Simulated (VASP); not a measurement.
# As in VASP: settings compared

Aim: see how the results for As move with the level of theory and the settings. Levels: r2SCAN, PBE+D3(BJ). Tasks: single point, relaxation of the atoms.

All numbers are computed with VASP 6.6.1; they aren't measurements. Logs are shortened: lines on timing, memory, paths and dates and some standing lists are left out, and cuts for length are marked.

## (1) The cell of the first run

The cell holds a slab with vacuum, 2 atoms: a = 3.572 Å, b = 3.572 Å, c = 28.574 Å, α = 90.00°, β = 90.00°, γ = 120.00°.

## (2) Single point, r2SCAN

Contents of POSCAR:

```
As
1.0
    3.5716242608      0.0000000000      0.0000000000
   -1.7858121304      3.0931173426      0.0000000000
    0.0000000000      0.0000000000     28.5742413760
As
2
Direct
    0.3333333333      0.6666666667      0.4755450732
    0.6666666667      0.3333333333      0.5244549268
```

Contents of INCAR.step1:

```
SYSTEM = As
PREC     = Accurate       ! precision mode
ENCUT    = 520            ! plane-wave cutoff, eV
ISMEAR   = 0              ! smearing method
SIGMA    = 0.02           ! smearing width, eV
LREAL    = .False.        ! projectors in reciprocal space
LASPH    = .True.         ! aspherical terms in the spheres
NELM     = 60             ! most SCF steps
LDIPOL   = .True.       
IDIPOL   = 3            
DIPOL    = 0.5 0.5 0.500
NBANDS   = 12             ! bands
GGA      = PE             ! functional
ALGO     = Normal         ! electronic algorithm
EDIFF    = 1E-4           ! SCF threshold, eV
LWAVE    = .True.         ! write WAVECAR
LCHARG   = .False.        ! write CHGCAR
```

Contents of INCAR.step2:

```
SYSTEM = As
PREC     = Accurate       ! precision mode
ENCUT    = 520            ! plane-wave cutoff, eV
EDIFF    = 1E-6           ! SCF threshold, eV
ISMEAR   = 0              ! smearing method
SIGMA    = 0.02           ! smearing width, eV
LREAL    = .False.        ! projectors in reciprocal space
LASPH    = .True.         ! aspherical terms in the spheres
NELM     = 60             ! most SCF steps
ALGO     = Normal         ! electronic algorithm
ISIF     = 2              ! what is computed and relaxed
LWAVE    = .False.        ! write WAVECAR
LCHARG   = .False.        ! write CHGCAR
LDIPOL   = .True.       
IDIPOL   = 3            
DIPOL    = 0.5 0.5 0.500
METAGGA  = R2SCAN         ! meta-GGA
LMIXTAU  = .True.       
NBANDS   = 12             ! bands
ISTART   = 1
```

Contents of KPOINTS:

```
Automatic mesh
0
Gamma
  9 9 1
  0 0 0
```

Potentials or basis: VASP PAW PBE potentials, release 64 (As).

Run with:

```sh
> cat potpaw_PBE.64/As/POTCAR > POTCAR
> cp INCAR.step1 INCAR
> mpirun -np 1 vasp_std > vasp.out
> cp INCAR.step2 INCAR
> mpirun -np 1 vasp_std > vasp.out
```

OUTCAR:

```text
SYSTEM = As
   PREC = Accurate
   ENCUT = 520
   EDIFF = 1E-6
   ISMEAR = 0
   LREAL = .False.
   LASPH = .True.
   NELM = 60
   ISIF = 2
   METAGGA = R2SCAN
   ISTART = 1

 ion  position               nearest neighbor table
   1  0.333  0.667  0.476-   2 2.49   2 2.49   2 2.49
   2  0.667  0.333  0.524-   1 2.49   1 2.49   1 2.49

  LATTYP: Found a hexagonal cell.
 ALAT       =     3.5716242608
 C/A-ratio  =     8.0003492220

  Lattice vectors:

 A1 = (   3.5716242608,   0.0000000000,   0.0000000000)
 A2 = (  -1.7858121304,   3.0931173426,   0.0000000000)
 A3 = (   0.0000000000,   0.0000000000,  28.5742413760)

Analysis of symmetry for initial positions (statically):
=====================================================================
 Subroutine PRICEL returns:
 Original cell was already a primitive cell.

 Routine SETGRP: Setting up the symmetry group for a
 hexagonal supercell.

 Subroutine GETGRP returns: Found 12 space group operations
 (whereof 12 operations were pure point group operations)
 out of a pool of 24 trial point group operations.

The static configuration has the point symmetry D_3d.

Analysis of symmetry for dynamics (positions and initial velocities):
=====================================================================
 Subroutine PRICEL returns:
 Original cell was already a primitive cell.

 Routine SETGRP: Setting up the symmetry group for a
 hexagonal supercell.

 Subroutine GETGRP returns: Found 12 space group operations
 (whereof 12 operations were pure point group operations)
 out of a pool of 24 trial point group operations.

The dynamic configuration has the point symmetry D_3d.

 Subroutine INISYM returns: Found 12 space group operations
 (whereof 12 operations are pure point group operations),
 and found     1 'primitive' translations

----------------------------------------------------------------------------------------

                                     Primitive cell

  volume of cell :     315.6726

  direct lattice vectors                    reciprocal lattice vectors
     3.571624261  0.000000000  0.000000000     0.279984659  0.161649218  0.000000000
    -1.785812130  3.093117343  0.000000000     0.000000000  0.323298436  0.000000000
     0.000000000  0.000000000 28.574241376     0.000000000  0.000000000  0.034996555

  length of vectors
     3.571624261  3.571624261 28.574241376     0.323298436  0.323298436  0.034996555

  position of ions in fractional coordinates (direct lattice)
     0.333333333  0.666666667  0.475545073
     0.666666667  0.333333333  0.524454927

  ion indices of the primitive-cell ions
   primitive index   ion index
                 1           1
                 2           2

----------------------------------------------------------------------------------------

 KPOINTS: Automatic mesh

Automatic generation of k-mesh.
 Grid dimensions read from file:
 generate k-points for:    9    9    1

 Generating k-lattice:

  Cartesian coordinates                     Fractional coordinates (reciprocal lattice)
     0.031109407  0.017961024  0.000000000     0.111111111  0.000000000  0.000000000
     0.000000000  0.035922048  0.000000000     0.000000000  0.111111111  0.000000000
     0.000000000  0.000000000  0.034996555     0.000000000  0.000000000  1.000000000

  Length of vectors
     0.035922048  0.035922048  0.034996555

  Shift w.r.t. Gamma in fractional coordinates (k-lattice)
     0.000000000  0.000000000  0.000000000

 Subroutine IBZKPT returns following result:
 ===========================================

 Found     12 irreducible k-points:

 Following reciprocal coordinates:
            Coordinates               Weight
  0.000000  0.000000  0.000000      1.000000
  0.111111 -0.000000  0.000000      6.000000
  0.222222  0.000000  0.000000      6.000000
  0.333333 -0.000000  0.000000      6.000000
  0.444444  0.000000  0.000000      6.000000
  0.111111  0.111111  0.000000      6.000000
  0.222222  0.111111  0.000000     12.000000
  0.333333  0.111111  0.000000     12.000000
  0.444444  0.111111  0.000000      6.000000
  0.222222  0.222222  0.000000      6.000000
  0.333333  0.222222  0.000000     12.000000
  0.333333  0.333333  0.000000      2.000000
   k-points           NKPTS =     12   k-points in BZ     NKDIM =     12   number of bands    NBANDS=     12
   number of dos      NEDOS =    301   number of ions     NIONS =      2
   total plane-waves  NPLWV = 169344
   dimension x,y,z NGX =    28 NGY =   28 NGZ =  216
   dimension x,y,z NGXF=    56 NGYF=   56 NGZF=  432
   ions per type =               2
   NGX,Y,Z   is equivalent  to a cutoff of  13.03, 13.03, 12.57 a.u.
   NGXF,Y,Z  is equivalent  to a cutoff of  26.07, 26.07, 25.13 a.u.
 SYSTEM =  As
   PREC   = accura    normal or accurate (medium, high low for compatibility)
   ISTART =      1    job   : 0-new  1-cont  2-samecut
   ICHARG =      0    charge: 1-file 2-atom 10-const
   ISPIN  =      1    spin polarized calculation?
   LNONCOLLINEAR =      F non collinear calculations
   LSORBIT =      F    spin-orbit coupling
   LASPH  =      T    aspherical Exc in radial PAW
   ENCUT  =  520.0 eV  38.22 Ry    6.18 a.u.   6.64  6.64 53.13*2*pi/ulx,y,z
   NELM   =     60;   NELMIN=  2; NELMDL=  0     # of ELM steps
   EDIFF  = 0.1E-05   stopping-criterion for ELM
   LREAL  =      F    real-space projection
   EDIFFG = 0.1E-04   stopping-criterion for IOM
   NSW    =      0    number of steps for IOM
   IBRION =     -1    ionic relax: 0-MD 1-quasi-New 2-CG
   NFREE  =      0    steps in history (QN), initial steepest desc. (CG)
   ISIF   =      2    stress and relaxation
   ISYM   =      2    0-nonsym 1-usesym 2-fastsym
   POTIM  = 0.5000    time-step for ionic-motion
   TEBEG  =    0.0;   TEEND  =   0.0 temperature during run
   PSTRESS=    0.0 pullay stress
   NELECT =      10.0000    total number of electrons
   NUPDOWN=      -1.0000    fix difference up-down
   EMIN   =  10.00;   EMAX   =-10.00  energy-range for DOS
   EFERMI =   0.00;   METHOD = LEGACY
   ISMEAR =     0;   SIGMA  =   0.02  broadening in eV -4-tet -1-fermi 0-gaus
   EFERMI_NEDOS =   21; number of points for ismear=-14 and -15
   IALGO  =     38    algorithm
   IMIX   =      4    mixing-type and parameters
     AMIX     =   0.40;   BMIX     =  1.00
     AMIX_MAG =   1.60;   BMIX_MAG =  1.00
  volume/ion in A,a.u.               =     157.84      1065.13
  Fermi-wavevector in a.u.,A,eV,Ry     =   0.517999  0.978877  3.650760  0.268323
  Thomas-Fermi vector in A             =   1.534682
   LORBIT       =      0    0 simple, 1 ext, 2 COOP (PROOUT), +10 PAW based schemes
   METAGGA = R2SCAN    functional components
   LHFCALC =     F    Hartree Fock is set to
   AEXX    =    0.0000 exact exchange contribution
   IVDW    =     0    specifies the selected vdW correction
   LEPSILON=     F    determine dielectric tensor
   LRPA    =     F    only Hartree local field effects (RPA)
 non-spin polarized calculation
 Gauss-broadening in eV      SIGMA  =   0.02
  energy-cutoff  :      520.00
  volume of cell :      315.67
 maximum number of plane-waves:      8603
 NGX is ok and might be reduce to    28
   NGX = 13   NGY = 13   NGZ =107

 dipolmoment           0.000000      0.000000      0.000000 electrons x Angstroem

 number of electron      10.0000001 magnetization

 dipolmoment           0.000000      0.000000     -0.000000 electrons x Angstroem

 Free energy of the ion-electron system (eV)
  ---------------------------------------------------
  ext. energy  EPLUGINS =         0.00000000
  ---------------------------------------------------
  free energy    TOTEN  =       -29.37755044 eV

  energy without entropy =      -29.37755044  energy(sigma->0) =      -29.37755044

 E-fermi :  -4.1097     XC(G=0):  -1.7904

 val. band max:       -4.2247601784   @ k =   0.0000   0.0000   0.0000
 cond. band min:      -2.3649476101   @ k =   0.3333  -0.0000   0.0000
 fundamental gap:      1.8598125684
 Fermi energy:        -4.1097223745

 k-point     1 :       0.0000    0.0000    0.0000
  band No.  band energies     occupation
      1     -18.4486      2.00000
      2     -11.6976      2.00000
      3      -4.8842      2.00000
      4      -4.2248      2.00000
      5      -4.2248      2.00000
      6      -1.7294      0.00000
      7      -0.4764      0.00000
      8      -0.4764      0.00000
      9       1.1869      0.00000
     10       1.3127      0.00000
     11       1.6191      0.00000
     12       1.8161      0.00000

 k-point     2 :       0.1111   -0.0000    0.0000
  band No.  band energies     occupation
      1     -18.2721      2.00000
      2     -11.6658      2.00000
      3      -5.6041      2.00000
      4      -4.8052      2.00000
      5      -4.5955      2.00000
      6      -1.2565      0.00000
      7      -0.2301      0.00000
      8      -0.1085      0.00000
      9       1.4169      0.00000
     10       1.5083      0.00000
     11       1.8116      0.00000
     12       2.0211      0.00000

 k-point     3 :       0.2222    0.0000    0.0000
  band No.  band energies     occupation
      1     -17.7524      2.00000
      2     -11.7426      2.00000
      3      -7.3426      2.00000
      4      -5.2940      2.00000
      5      -4.7083      2.00000
      6      -2.0682      0.00000
      7       0.4245      0.00000
      8       0.6127      0.00000
      9       1.9085      0.00000
     10       2.1025      0.00000
     11       2.3907      0.00000
     12       2.5733      0.00000
[... 106 lines left out ...]
 k-point    11 :       0.3333    0.2222    0.0000
  band No.  band energies     occupation
      1     -15.5147      2.00000
      2     -13.7660      2.00000
      3      -8.4341      2.00000
      4      -7.0111      2.00000
      5      -5.7670      2.00000
      6      -1.6257      0.00000
      7      -0.0137      0.00000
      8       0.7685      0.00000
      9       3.7992      0.00000
     10       4.7434      0.00000
     11       4.9238      0.00000
     12       5.1344      0.00000

 k-point    12 :       0.3333    0.3333    0.0000
  band No.  band energies     occupation
      1     -14.6111      2.00000
      2     -14.6111      2.00000
      3      -8.8572      2.00000
      4      -6.3619      2.00000
      5      -6.3619      2.00000
      6      -2.0563      0.00000
      7       0.7080      0.00000
      8       0.7080      0.00000
      9       4.5300      0.00000
     10       5.4874      0.00000
     11       5.4874      0.00000
     12       6.2257      0.00000

------------------------ aborting loop because EDIFF is reached ----------------------------------------

 vacuum level on the upper side and lower side of the slab       (xc-potential included)        -0.012        -0.012

  FORCE on cell =-STRESS in cart. coord.  units (eV):
  Direction    XX          YY          ZZ          XY          YZ          ZX
  --------------------------------------------------------------------------------------
  -------------------------------------------------------------------------------------
  Total       -0.0914931     -0.0914931     -0.4497656      0.0000000      0.0000000      0.0000000
  in kB       -0.4643677     -0.4643677     -2.2827585      0.0000000      0.0000000      0.0000000
  external PRESSURE =      -1.0704979 kB  Pullay stress =       0.0000000 kB

 VOLUME and BASIS-vectors are now :
 -----------------------------------------------------------------------------
  energy-cutoff  :      520.00
  volume of cell :      315.67
      direct lattice vectors                 reciprocal lattice vectors
     3.571624261  0.000000000  0.000000000     0.279984659  0.161649218  0.000000000
    -1.785812130  3.093117343  0.000000000     0.000000000  0.323298436  0.000000000
     0.000000000  0.000000000 28.574241376     0.000000000  0.000000000  0.034996555

 POSITION                                       TOTAL-FORCE (eV/Angst)
 -----------------------------------------------------------------------------------
     -0.00000      2.06208     13.58834         0.000000      0.000000      0.319298
      1.78581      1.03104     14.98590        -0.000000      0.000000     -0.319298
 -----------------------------------------------------------------------------------
    total drift:                                0.000000      0.000000     -0.000000

  FREE ENERGIE OF THE ION-ELECTRON SYSTEM (eV)
  ---------------------------------------------------
  free  energy   TOTEN  =       -29.3775504392 eV

  energy  without entropy=      -29.3775504392  energy(sigma->0) =      -29.37755044

 vacuum level on the upper side and lower side of the slab         1.311         1.311
```

Wall time 2.3 min (1 thread of Intel Xeon 6975P-C (Granite Rapids), shared host); peak memory 0.43 GiB.

Results:

```yaml
Free_energy: -29.3776 eV
Largest_force: 0.319 eV/Å
Band_gap_on_the_k_mesh: 1.86 eV (least direct gap 2.50 eV)
```

Forces on the atoms (eV/Å):
```
As   0.000  0.000  0.319
As   0.000  0.000 -0.319
```

Levels at points of the mesh, in eV from the valence-band top:
| k point | band 3 | band 4 | band 5 | band 6 | band 7 | band 8 |
| --- | --- | --- | --- | --- | --- | --- |
| (0.00, 0.00, 0.00) | -0.66 | 0.00 | 0.00 | 2.50 | 3.75 | 3.75 |

Caveat: the PAW data sets were made with another functional, which shifts forces and pressure a little.

## (3) Relaxation of the atoms, PBE+D3(BJ) (biaxial strain -0.040)

Contents of INCAR:

```
SYSTEM = As
PREC = Accurate ; ENCUT = 520
EDIFF = 1E-6 ; ISMEAR = 0
SIGMA = 0.02 ; LREAL = .False.
LASPH = .True. ; NELM = 60
ALGO = Normal ; ISIF = 2
LWAVE = .False. ; LCHARG = .False.
LDIPOL = .True. ; IDIPOL = 3
DIPOL = 0.5 0.5 0.500 ; GGA = PE
IVDW = 12 ; IBRION = 2
NSW = 60 ; EDIFFG = -0.01
```

KPOINTS is that of step 2.

Contents of POSCAR:

```
As
1.0
    3.4287592904      0.0000000000      0.0000000000
   -1.7143796452      2.9693926489      0.0000000000
    0.0000000000      0.0000000000     28.5742413760
As
2
Direct
    0.3333333333      0.6666666667      0.4755450732
    0.6666666667      0.3333333333      0.5244549268
```

Potentials or basis: VASP PAW PBE potentials, release 64 (As).

Run with:

```sh
> cat potpaw_PBE.64/As/POTCAR > POTCAR
> mpirun -np 1 vasp_std > vasp.out
```

OUTCAR:

```text
SYSTEM = As
   PREC = Accurate
   ENCUT = 520
   EDIFF = 1E-6
   ISMEAR = 0
   LREAL = .False.
   LASPH = .True.
   NELM = 60
   ISIF = 2
   GGA = PE
   IVDW = 12
   IBRION = 2
   NSW = 60
   EDIFFG = -0.01
 IVDW          = 12

 ion  position               nearest neighbor table
   1  0.333  0.667  0.476-   2 2.42   2 2.42   2 2.42
   2  0.667  0.333  0.524-   1 2.42   1 2.42   1 2.42

  LATTYP: Found a hexagonal cell.
 ALAT       =     3.4287592904
 C/A-ratio  =     8.3336971061

  Lattice vectors:

 A1 = (   3.4287592904,   0.0000000000,   0.0000000000)
 A2 = (  -1.7143796452,   2.9693926489,   0.0000000000)
 A3 = (   0.0000000000,   0.0000000000,  28.5742413760)

[... 262 lines left out ...]
 Fermi energy:        -3.1027795439

 k-point     1 :       0.0000    0.0000    0.0000
  band No.  band energies     occupation
      1     -17.9118      2.00000
      2     -11.3778      2.00000
      3      -4.8979      2.00000
      4      -3.2076      2.00000
      5      -3.2076      2.00000
      6      -0.8657      0.00000
      7       0.2567      0.00000
      8       0.2567      0.00000
      9       0.9593      0.00000
[... 121 lines left out ...]
 k-point    12 :       0.3333    0.3333    0.0000
  band No.  band energies     occupation
      1     -13.7884      2.00000
      2     -13.7884      2.00000
      3      -8.5247      2.00000
      4      -6.0108      2.00000
      5      -6.0108      2.00000
      6      -2.2043      0.00000
      7       0.7847      0.00000
      8       0.7847      0.00000
      9       4.3421      0.00000

------------------------ aborting loop because EDIFF is reached ----------------------------------------

 vacuum level on the upper side and lower side of the slab       (xc-potential included)        -0.096        -0.096

 Edisp (eV)   -0.45882

 E8    (eV) :    -0.2076

  FORCE on cell =-STRESS in cart. coord.  units (eV):
  Direction    XX          YY          ZZ          XY          YZ          ZX
  --------------------------------------------------------------------------------------
  -------------------------------------------------------------------------------------
  Total       2.01438     2.01438     0.00030     0.00000     0.00000    -0.00000
  in kB      11.09359    11.09359     0.00167     0.00000     0.00000    -0.00000
  external pressure =        7.40 kB  Pullay stress =        0.00 kB
[... 17 lines left out ...]
  FREE ENERGIE OF THE ION-ELECTRON SYSTEM (eV)
  ---------------------------------------------------
  free  energy   TOTEN  =        -9.6686618046 eV

  energy  without entropy=       -9.6686618046  energy(sigma->0) =       -9.66866180

 reached required accuracy - stopping structural energy minimisation

 vacuum level on the upper side and lower side of the slab         1.330         1.330
```

CONTCAR:

```text
As
   1.00000000000000
     3.4287592903999999    0.0000000000000000    0.0000000000000000
    -1.7143796452000000    2.9693926489000000    0.0000000000000000
     0.0000000000000000    0.0000000000000000   28.5742413759999998
  As
     2
Direct
     0.3333333332999970    0.6666666667000030    0.4747096843745767
     0.6666666667000030    0.3333333332999970    0.5252903156254234

  0.00000000E+00  0.00000000E+00  0.00000000E+00
  0.00000000E+00  0.00000000E+00  0.00000000E+00
```

Wall time 85 s (1 thread of Intel Xeon 6975P-C (Granite Rapids), shared host); peak memory 0.43 GiB.

What came out:

```yaml
Free_energy: -9.6687 eV
Energy_gained_by_relaxing: 8.5 meV/atom
Ionic_steps: 3
Band_gap_on_the_k_mesh: 1.00 eV (least direct gap 2.34 eV)
Dispersion_energy_per_atom: -0.229 eV
```

The path:
```tsv
step	energy change (eV)	largest force (eV/Å)	pressure (GPa)
1	0.0000	0.7201	1.07
2	-0.0136	0.3110	0.60
3	-0.0170	0.0014	0.74
```

Final structure:
```cif
data_structure
_symmetry_space_group_name_H-M 'P 1'
_symmetry_Int_Tables_number 1
_cell_length_a 3.4288
_cell_length_b 3.4288
_cell_length_c 28.5742
_cell_angle_alpha 90.000
_cell_angle_beta 90.000
_cell_angle_gamma 120.000
_cell_volume 290.92
loop_
_atom_site_label
_atom_site_type_symbol
_atom_site_fract_x
_atom_site_fract_y
_atom_site_fract_z
_atom_site_occupancy
As1 As 0.33333 0.66667 0.47471 1
As2 As 0.66667 0.33333 0.52529 1
```

Caveat: the cell differs from its parent crystal (biaxial strain -0.040).

[end of part 1 of 2]
